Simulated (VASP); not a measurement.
# BAs (F-43m) in VASP: further runs, part 2 of 2

VASP 6.6.1. The steps go on from the part before.

## 3. Relaxation of cell and atoms, PBEsol

The input, INCAR:

```
SYSTEM = BAs
PREC = Accurate
ENCUT = 600
EDIFF = 1E-7
ISMEAR = 0
SIGMA = 0.01
LREAL = .FALSE.
LASPH = .TRUE.
NELM = 60
ALGO = Normal
ISIF = 3
LWAVE = .FALSE.
LCHARG = .FALSE.
GGA = PS
IBRION = 2
NSW = 80
EDIFFG = -0.001
```

The input, KPOINTS:

```
regular mesh
0
G
  10 10 10
  0 0 0
```

The input, POSCAR:

```
BAs
1.0
    0.0000000000      2.3839379012      2.3839379012
    2.3839379012      0.0000000000      2.3839379012
    2.3839379012      2.3839379012      0.0000000000
B As
1 1
Direct
    0.0000000000      0.0000000000      0.0000000000
    0.7500000000      0.7500000000      0.7500000000
```

Potentials or basis: VASP PAW PBE potentials, release 64 (B, As).

The run is started by

```
$ cat potpaw_PBE.64/B/POTCAR potpaw_PBE.64/As/POTCAR > POTCAR
$ mpirun -np 1 vasp_std > vasp.out
```

Wall time 15 s (1 thread of Intel Xeon Platinum 8488C (Sapphire Rapids), shared host); peak memory 0.16 GiB.

The run converged. Its results:

- Free energy: -12.2047 eV
- Relaxed volume: 13.63 Å³/atom
- Relaxed cell: a = 3.378 Å, b = 3.378 Å, c = 3.378 Å, α = 60.00°, β = 60.00°, γ = 60.00°
- Space group after relaxing (to 0.05 Å): F-43m (No. 216)
- Energy gained by relaxing: 0.2 meV/atom
- Ionic steps: 3
- Pressure after relaxing: 0.0 GPa
- Band gap on the k mesh: 1.08 eV, indirect (least direct gap 3.24 eV)

Step by step:
```
step  energy change (eV)  largest force (eV/Å)  pressure (GPa)  volume (Å³)
   1              0.0000                0.0000            0.87        27.10
   2             -0.0002                0.0000           -0.63        27.39
   3             -0.0004                0.0000            0.01        27.26
```

Final structure:
```
CELL_PARAMETERS angstrom
0.00000 2.38877 2.38877
2.38877 0.00000 2.38877
2.38877 2.38877 0.00000
ATOMIC_POSITIONS crystal
B 0.00000 0.00000 0.00000
As 0.75000 0.75000 0.75000
```

Levels at points of the mesh, in eV from the valence-band top:
```tsv
k point	band 2	band 3	band 4	band 5	band 6	band 7
(0.00, 0.00, 0.00)	0.00	0.00	0.00	3.24	3.24	3.24
(0.50, 0.00, 0.00)	-8.83	-1.83	-1.83	2.65	4.73	4.73
(0.50, 0.50, 0.00)	-8.53	-4.10	-4.10	1.31	1.34	11.34
```

Caveat: the PAW data sets were made with another functional, which shifts forces and pressure a little. Zero-point motion and thermal expansion aren't in these numbers.

## 4. Relaxation of cell and atoms, PBEsol, target pressure 12 GPa, at which the enthalpy is minimised

The input, INCAR:

```
SYSTEM = BAs
PREC = Accurate ; ENCUT = 600
EDIFF = 1E-6 ; ISMEAR = 0
SIGMA = 0.01 ; LREAL = .False.
LASPH = .True. ; NELM = 100
ALGO = Normal ; ISIF = 3
LWAVE = .False. ; LCHARG = .False.
GGA = PS ; IBRION = 2
NSW = 80 ; EDIFFG = -0.001
PSTRESS = 120.0
```

The input, KPOINTS:

```
Automatic mesh
0
Gamma
  10 10 10
  0 0 0
```

POSCAR is that of step 3.

Potentials or basis: VASP PAW PBE potentials, release 64 (B, As).

The run is started by

```
$ cat potpaw_PBE.64/B/POTCAR potpaw_PBE.64/As/POTCAR > POTCAR
$ mpirun -np 1 vasp_std > vasp.out
```

OUTCAR:

```text
SYSTEM = BAs
   PREC = Accurate
   ENCUT = 600
   EDIFF = 1E-6
   ISMEAR = 0
   LREAL = .False.
   LASPH = .True.
   NELM = 100
   ISIF = 3
   GGA = PS
   IBRION = 2
   NSW = 80
   EDIFFG = -0.001
   PSTRESS = 120.0

 ion  position               nearest neighbor table
   1  0.000  0.000  0.000-   2 2.06   2 2.06   2 2.06   2 2.06
   2  0.750  0.750  0.750-   1 2.06   1 2.06   1 2.06   1 2.06

  LATTYP: Found a face centered cubic cell.
 ALAT       =     4.7678758024

  Lattice vectors:

 A1 = (   0.0000000000,   2.3839379012,   2.3839379012)
 A2 = (   2.3839379012,   0.0000000000,   2.3839379012)
 A3 = (   2.3839379012,   2.3839379012,   0.0000000000)

Analysis of symmetry for initial positions (statically):
=====================================================================
 Subroutine PRICEL returns:
[... 413 lines left out ...]
 cond. band min:       7.8748416351   @ k =   0.4000   0.4000   0.0000
 fundamental gap:      1.0006294503
 Fermi energy:         7.0099861439

 k-point     1 :       0.0000    0.0000    0.0000
  band No.  band energies     occupation
      1      -9.2524      2.00000
      2       6.8742      2.00000
      3       6.8742      2.00000
      4       6.8742      2.00000
      5      10.2094      0.00000
      6      10.2094      0.00000
      7      10.2094      0.00000
      8      12.5016      0.00000
[... 243 lines left out ...]
 k-point    24 :       0.4000    0.3000    0.0000
  band No.  band energies     occupation
      1      -6.4002      2.00000
      2       0.2110      2.00000
      3       2.5524      2.00000
      4       3.0920      2.00000
      5       8.4414      0.00000
      6      10.1769      0.00000
      7      16.2147      0.00000
      8      16.4009      0.00000

 [... further k-points ...]

------------------------ aborting loop because EDIFF is reached ----------------------------------------

  FORCE on cell =-STRESS in cart. coord.  units (eV):
  Direction    XX          YY          ZZ          XY          YZ          ZX
  --------------------------------------------------------------------------------------
  -------------------------------------------------------------------------------------
  Total        1.8990740      1.8990740      1.8990740     -0.0000000     -0.0000000      0.0000000
  in kB      120.1098182    120.1098182    120.1098182     -0.0000000     -0.0000000      0.0000000
  external PRESSURE =       0.1098182 kB  Pullay stress =     120.0000000 kB
[... 21 lines left out ...]
  energy  without entropy=      -12.1367461116  energy(sigma->0) =      -12.13674611

  enthalpy is  TOTEN    =       -10.2394085127 eV   P V=        1.8973375988

 reached required accuracy - stopping structural energy minimisation
```

CONTCAR:

```text
BAs
   1.00000000000000
    -0.0000000000000000    2.3310306533202287    2.3310306533202287
     2.3310306533202287    0.0000000000000000    2.3310306533202287
     2.3310306533202287    2.3310306533202287    0.0000000000000000
  B               As
     1     1
Direct
     0.0000000000000000    0.0000000000000000    0.0000000000000000
     0.7500000000000000    0.7500000000000000    0.7500000000000000

  0.00000000E+00  0.00000000E+00  0.00000000E+00
  0.00000000E+00  0.00000000E+00  0.00000000E+00
```

Run time: 25 s. Hardware: 1 thread of Intel Xeon Platinum 8488C (Sapphire Rapids), shared host; peak memory 0.16 GiB.

What came out:

```
Free energy                                            : -12.1367 eV
Relaxed volume                                         : 12.67 Å³/atom
Relaxed cell                                           : a = 3.297 Å, b = 3.297 Å, c = 3.297 Å, α = 60.00°, β = 60.00°, γ = 60.00°
Space group after relaxing (to 0.05 Å)                 : F-43m (No. 216)
Energy change on relaxing (the enthalpy is what falls) : +33.8 meV/atom
Ionic steps                                            : 7
Pressure after relaxing                                : 12.0 GPa
Band gap on the k mesh                                 : 1.00 eV, indirect (least direct gap 3.34 eV)
```

The path:
| step | energy change (eV) | largest force (eV/Å) | pressure (GPa) | volume (Å³) |
| --- | --- | --- | --- | --- |
| 1 | 0.0000 | 0.0000 | 0.87 | 27.10 |
| 2 | 0.2802 | 0.0000 | 27.55 | 23.57 |
| 3 | 0.0656 | 0.0000 | 11.83 | 25.36 |
| 4 | 0.0682 | 0.0000 | 12.08 | 25.32 |
| 5 | 0.0666 | 0.0000 | 11.93 | 25.34 |
| 6 | 0.0673 | 0.0000 | 11.97 | 25.34 |
| 7 | 0.0676 | 0.0000 | 12.01 | 25.33 |

Final structure:
```xyz
2
Lattice="0.0000 2.3310 2.3310 2.3310 0.0000 2.3310 2.3310 2.3310 0.0000" Properties=species:S:1:pos:R:3 pbc="T T T"
B     0.0000    0.0000    0.0000
As    3.4965    3.4965    3.4965
```

Caveat: the cell is relaxed towards a set pressure, so the enthalpy falls and the energy may rise; the PAW data sets were made with another functional, which shifts forces and pressure a little. A k mesh can miss the band edges.

## 5. The runs side by side

| task | cell | cutoff (eV) | gap on the mesh (eV) | pressure (GPa) |
| --- | --- | --- | --- | --- |
| single point | as given | 520 | 1.07 | 0.9 |
| relaxation of cell and atoms | relaxed | 600 | 1.08 | 0.0 |
| relaxation of cell and atoms | relaxed to 12 GPa | 600 | 1.00 | 12.0 |

Alike in all rows: level PBEsol; potentials or basis VASP PAW PBE potentials, release 64 (B, As); no spin polarisation; k mesh 10 × 10 × 10; smearing gaussian 0.01 eV.

Caveats: the PAW data sets were made with another functional, which shifts forces and pressure a little; the cell is relaxed towards a set pressure, so the enthalpy falls and the energy may rise (some runs).

Total energies depend on the potentials used, so only differences within one code and one set of settings carry meaning.
